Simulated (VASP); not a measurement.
# KI (P6_3mc) in VASP: relaxation of cell and atoms with PBE

Aim: the relaxation of cell and atoms of KI with PBE.

All numbers are computed with VASP 6.6.1; they aren't measurements. Logs are shortened: lines on timing, memory, paths and dates and some standing lists are left out, and cuts for length are marked.

## 1. The cell of the first run

It takes space group P6_3mc (No. 186, hexagonal). The conventional cell has a = 5.698 Å, b = 5.698 Å, c = 9.025 Å, α = 90.00°, β = 90.00°, γ = 120.00°. K (site symmetry 3m) has 4 I at 3.45 to 3.47 Å within 4.5 Å. Within 4.5 Å of I (site symmetry 3m) lie 4 K at 3.45 to 3.47 Å.

## 2. Relaxation of cell and atoms, PBE

INCAR reads:

```
SYSTEM = KI
ALGO = Normal
EDIFF = 1E-7
EDIFFG = -0.01
ENCUT = 600
GGA = PE
IBRION = 2
ISIF = 3
ISMEAR = 0
LASPH = .True.
LCHARG = .False.
LREAL = .False.
LWAVE = .False.
NELM = 80
NSW = 100
PREC = Accurate
SIGMA = 0.02
```

KPOINTS reads:

```
k-points
0
Gamma
  6 6 4
  0 0 0
```

POSCAR reads:

```
KI
1.0
    5.6976994280      0.0000000000      0.0000000000
   -2.8488497140      4.9343524478      0.0000000000
    0.0000000000      0.0000000000      9.0247805609
K I
2 2
Direct
    0.3333333333      0.6666666667      0.9945070145
    0.6666666667      0.3333333333      0.4945070145
    0.3333333333      0.6666666667      0.3786279155
    0.6666666667      0.3333333333      0.8786279155
```

Potentials or basis: VASP PAW PBE potentials, release 64 (K_sv, I).

Started as:

```
$ cat potpaw_PBE.64/K_sv/POTCAR potpaw_PBE.64/I/POTCAR > POTCAR
$ mpirun -np 1 vasp_std > vasp.out
```

OUTCAR:

```text
SYSTEM = KI
   EDIFF = 1E-7
   EDIFFG = -0.01
   ENCUT = 600
   GGA = PE
   IBRION = 2
   ISIF = 3
   ISMEAR = 0
   LASPH = .True.
   LREAL = .False.
   NELM = 80
   NSW = 100
   PREC = Accurate

 ion  position               nearest neighbor table
   1  0.333  0.667  0.995-   4 3.45   4 3.45   4 3.45   3 3.47
   2  0.667  0.333  0.495-   3 3.45   3 3.45   3 3.45   4 3.47
   3  0.333  0.667  0.379-   2 3.45   2 3.45   2 3.45   1 3.47
   4  0.667  0.333  0.879-   1 3.45   1 3.45   1 3.45   2 3.47

  LATTYP: Found a hexagonal cell.
 ALAT       =     5.6976994280
 C/A-ratio  =     1.5839341255

  Lattice vectors:

 A1 = (   5.6976994280,   0.0000000000,   0.0000000000)
 A2 = (  -2.8488497140,   4.9343524478,   0.0000000000)
 A3 = (   0.0000000000,   0.0000000000,   9.0247805609)

Analysis of symmetry for initial positions (statically):
=====================================================================
 Subroutine PRICEL returns:
 Original cell was already a primitive cell.

 Routine SETGRP: Setting up the symmetry group for a
 hexagonal supercell.

 Subroutine GETGRP returns: Found 12 space group operations
 (whereof  6 operations were pure point group operations)
 out of a pool of 24 trial point group operations.

The static configuration has the point symmetry C_3v.
 The point group associated with its full space group is C_6v.

Analysis of symmetry for dynamics (positions and initial velocities):
=====================================================================
 Subroutine PRICEL returns:
 Original cell was already a primitive cell.

 Routine SETGRP: Setting up the symmetry group for a
 hexagonal supercell.

 Subroutine GETGRP returns: Found 12 space group operations
 (whereof  6 operations were pure point group operations)
 out of a pool of 24 trial point group operations.

The dynamic configuration has the point symmetry C_3v.
 The point group associated with its full space group is C_6v.

 Subroutine INISYM returns: Found 12 space group operations
 (whereof  6 operations are pure point group operations),
 and found     1 'primitive' translations

----------------------------------------------------------------------------------------

                                     Primitive cell

  volume of cell :     253.7268

[... 87 lines left out ...]
   NELM   =     80;   NELMIN=  2; NELMDL= -5     # of ELM steps
   EDIFF  = 0.1E-06   stopping-criterion for ELM
   LREAL  =      F    real-space projection
   EDIFFG = -.1E-01   stopping-criterion for IOM
   NSW    =    100    number of steps for IOM
   IBRION =      2    ionic relax: 0-MD 1-quasi-New 2-CG
   NFREE  =      1    steps in history (QN), initial steepest desc. (CG)
   ISIF   =      3    stress and relaxation
   ISYM   =      2    0-nonsym 1-usesym 2-fastsym
   POTIM  = 0.5000    time-step for ionic-motion
   TEBEG  =    0.0;   TEEND  =   0.0 temperature during run
   PSTRESS=    0.0 pullay stress
   NELECT =      32.0000    total number of electrons
   NUPDOWN=      -1.0000    fix difference up-down
   EMIN   =  10.00;   EMAX   =-10.00  energy-range for DOS
   EFERMI =   0.00;   METHOD = LEGACY
   ISMEAR =     0;   SIGMA  =   0.02  broadening in eV -4-tet -1-fermi 0-gaus
   EFERMI_NEDOS =   21; number of points for ismear=-14 and -15
   IALGO  =     38    algorithm
   IMIX   =      4    mixing-type and parameters
     AMIX     =   0.40;   BMIX     =  1.00
     AMIX_MAG =   1.60;   BMIX_MAG =  1.00
  volume/ion in A,a.u.               =      63.43       428.06
  Fermi-wavevector in a.u.,A,eV,Ry     =   0.820987  1.551440  9.170584  0.674019
  Thomas-Fermi vector in A             =   1.932066
   LORBIT       =      0    0 simple, 1 ext, 2 COOP (PROOUT), +10 PAW based schemes
   GGA     = PE    functional components
   LHFCALC =     F    Hartree Fock is set to
   AEXX    =    0.0000 exact exchange contribution
   IVDW    =     0    specifies the selected vdW correction
   LEPSILON=     F    determine dielectric tensor
   LRPA    =     F    only Hartree local field effects (RPA)
 conjugate gradient relaxation of ions
 non-spin polarized calculation
 Gauss-broadening in eV      SIGMA  =   0.02
  energy-cutoff  :      600.00
  volume of cell :      253.73
 maximum number of plane-waves:      8532
 NGX is ok and might be reduce to    48
   NGX = 23   NGY = 23   NGZ = 37

--------------------------------------- Ionic step        1  -------------------------------------------

 number of electron      31.9999998 magnetization

 Free energy of the ion-electron system (eV)
  ---------------------------------------------------
  ext. energy  EPLUGINS =         0.00000000
  ---------------------------------------------------
  free energy    TOTEN  =       -10.79980645 eV

  energy without entropy =      -10.79980645  energy(sigma->0) =      -10.79980645

------------------------ aborting loop because EDIFF is reached ----------------------------------------

  FORCE on cell =-STRESS in cart. coord.  units (eV):
  Direction    XX          YY          ZZ          XY          YZ          ZX
  --------------------------------------------------------------------------------------
  -------------------------------------------------------------------------------------
  Total        0.1296254      0.1296254     -0.0751729      0.0000000      0.0000000      0.0000000
  in kB        0.8185298      0.8185298     -0.4746851      0.0000000      0.0000000      0.0000000
  external PRESSURE =       0.3874582 kB  Pullay stress =       0.0000000 kB
[... 95 lines left out ...]
  FREE ENERGIE OF THE ION-ELECTRON SYSTEM (eV)
  ---------------------------------------------------
  free  energy   TOTEN  =       -10.8006305320 eV

  energy  without entropy=      -10.8006305320  energy(sigma->0) =      -10.80063053

[... ionic steps 4 to 32 ...]

--------------------------------------- Ionic step       33  -------------------------------------------

 number of electron      32.0000003 magnetization

------------------------ aborting loop because EDIFF is reached ----------------------------------------
[... 71 lines left out ...]
--------------------------------------- Ionic step       35  -------------------------------------------

 number of electron      32.0000002 magnetization

 Free energy of the ion-electron system (eV)
  ---------------------------------------------------
  ext. energy  EPLUGINS =         0.00000000
  ---------------------------------------------------
  free energy    TOTEN  =       -10.97163428 eV

  energy without entropy =      -10.97163428  energy(sigma->0) =      -10.97163428

 E-fermi :  -1.4315     XC(G=0):  -6.0279

 val. band max:       -1.6022205743   @ k =   0.0000   0.0000   0.0000
 cond. band min:       2.1422428885   @ k =   0.0000   0.0000   0.0000
 fundamental gap:      3.7444634629
 Fermi energy:        -1.4315488966

 k-point     1 :       0.0000    0.0000    0.0000
  band No.  band energies     occupation
      1     -30.2949      2.00000
      2     -30.2930      2.00000
      3     -13.8009      2.00000
      4     -13.7998      2.00000
      5     -13.7998      2.00000
      6     -13.7869      2.00000
[... 503 lines left out ...]
  FREE ENERGIE OF THE ION-ELECTRON SYSTEM (eV)
  ---------------------------------------------------
  free  energy   TOTEN  =       -10.9716342802 eV

  energy  without entropy=      -10.9716342802  energy(sigma->0) =      -10.97163428

 reached required accuracy - stopping structural energy minimisation
```

OSZICAR:

```text
N       E                     dE             d eps       ncg     rms          rms(c)
DAV:   1     0.248223031839E+03    0.24822E+03   -0.13564E+04   840   0.141E+03
DAV:   2     0.136788806560E+02   -0.23454E+03   -0.22457E+03  1036   0.312E+02
DAV:   3    -0.103371837155E+02   -0.24016E+02   -0.23952E+02  1324   0.891E+01
[... 418 lines left out ...]
DAV:   5    -0.109716351516E+02    0.46500E-04   -0.31965E-04  1368   0.948E-02    0.136E-02
DAV:   6    -0.109716354396E+02   -0.28799E-06   -0.14178E-05  1112   0.196E-02    0.998E-03
DAV:   7    -0.109716346104E+02    0.82920E-06   -0.11148E-06  1124   0.706E-03    0.194E-03
DAV:   8    -0.109716342442E+02    0.36619E-06   -0.60743E-08   628   0.196E-03    0.888E-04
DAV:   9    -0.109716342802E+02   -0.35981E-07   -0.42028E-08   568   0.163E-03
  35 F= -.10971634E+02 E0= -.10971634E+02  d E =-.203633E-03
```

CONTCAR:

```text
KI
   1.00000000000000
     6.0996506145939247   -0.0000000000000009    0.0000000000000000
    -3.0498253072969628    5.2824523864762645    0.0000000000000000
     0.0000000000000001    0.0000000000000000    7.1275017283887987
  K               I
     2     2
Direct
     0.3333333332999970    0.6666666667000030    0.9367298984300845
     0.6666666667000030    0.3333333332999970    0.4367298984300844
     0.3333333332999970    0.6666666667000030    0.4364050315699147
     0.6666666667000030    0.3333333332999970    0.9364050315699146

  0.00000000E+00  0.00000000E+00  0.00000000E+00
  0.00000000E+00  0.00000000E+00  0.00000000E+00
  0.00000000E+00  0.00000000E+00  0.00000000E+00
  0.00000000E+00  0.00000000E+00  0.00000000E+00
```

Run time: 48 min. Hardware: 1 thread of Intel Xeon Platinum 8259CL at 2.50GHz (Skylake/Cascade Lake), shared host; peak memory 0.53 GiB.

Results:

- Free energy: -10.9716 eV
- Relaxed volume: 57.41 Å³/atom
- Relaxed cell: a = 6.100 Å, b = 6.100 Å, c = 7.128 Å, α = 90.00°, β = 90.00°, γ = 120.00°
- Space group after relaxing (to 0.1 Å): P6_3/mmc (No. 194)
- Pressure after relaxing: 0.0 GPa
- Band gap on the k mesh: 3.74 eV

Forces on the atoms (eV/Å):
```
K    0.000  0.000 -0.002
K    0.000  0.000 -0.002
I    0.000  0.000  0.002
I    0.000  0.000  0.002
```

Final structure:
```
CELL_PARAMETERS angstrom
6.09965 0.00000 0.00000
-3.04983 5.28245 0.00000
0.00000 0.00000 7.12750
ATOMIC_POSITIONS crystal
K 0.33333 0.66667 0.93673
K 0.66667 0.33333 0.43673
I 0.33333 0.66667 0.43641
I 0.66667 0.33333 0.93641
```

Caveat: a cell axis changed by over 15 % at a fixed basis, so the end point is rough; spin-orbit coupling is left out, which moves the levels of the heavy elements. A k mesh can miss the band edges.
